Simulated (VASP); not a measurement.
Input of a VASP 6.6.1 run:

INCAR

```
ALGO     = Normal         # electronic algorithm
EDIFF    = 1E-6           # SCF threshold, eV
ENCUT    = 520            # plane-wave cutoff, eV
GGA      = PS             # functional
ISIF     = 2              # what is computed and relaxed
ISMEAR   = 0              # smearing method
LASPH    = T              # aspherical terms in the spheres
LCHARG   = F              # write CHGCAR
LREAL    = F              # projectors in reciprocal space
LWAVE    = F              # write WAVECAR
NBANDS   = 26             # bands
NELM     = 100            # most SCF steps
PREC     = Accurate       # precision mode
SIGMA    = 0.05           # smearing width, eV
```

Contents of KPOINTS:

```
k-points
0
Gamma
  8 8 6
```

Contents of POSCAR:

```
ZnSe
1.0
    3.9625030235      0.0000000000      0.0000000000
    0.0000000000      3.9625030235      0.0000000000
    0.0000000000      0.0000000000      5.4412877586
Zn Se
2 2
Direct
    0.0000000000      0.0000000000      0.0000000000
    0.5000000000      0.5000000000      0.0000000000
    0.0000000000      0.5000000000      0.2139048092
    0.5000000000      0.0000000000      0.7860951908
```

Potentials or basis: VASP PAW PBE potentials, release 64 (Zn, Se).

The run is started by

```sh
$ cat potpaw_PBE.64/Zn/POTCAR potpaw_PBE.64/Se/POTCAR > POTCAR
$ mpirun -np 1 vasp_std > vasp.out
```

Q: What does it give for the largest force?

A: 4.215 eV/Å.

Q: Predict the pressure.

A: 20.3 GPa.

Q: What does it give for the band gap on the k mesh?

A: 1.08 eV.

Stress tensor (GPa, compression positive):
```
21.54  0.00  0.00
 0.00 21.54  0.00
 0.00  0.00 17.90
```

Caveat: the cell differs from its parent crystal (atoms shifted along a free coordinate); the cell stands under pressure; the PAW data sets were made with another functional, which shifts forces and pressure a little. A k mesh can miss the band edges.
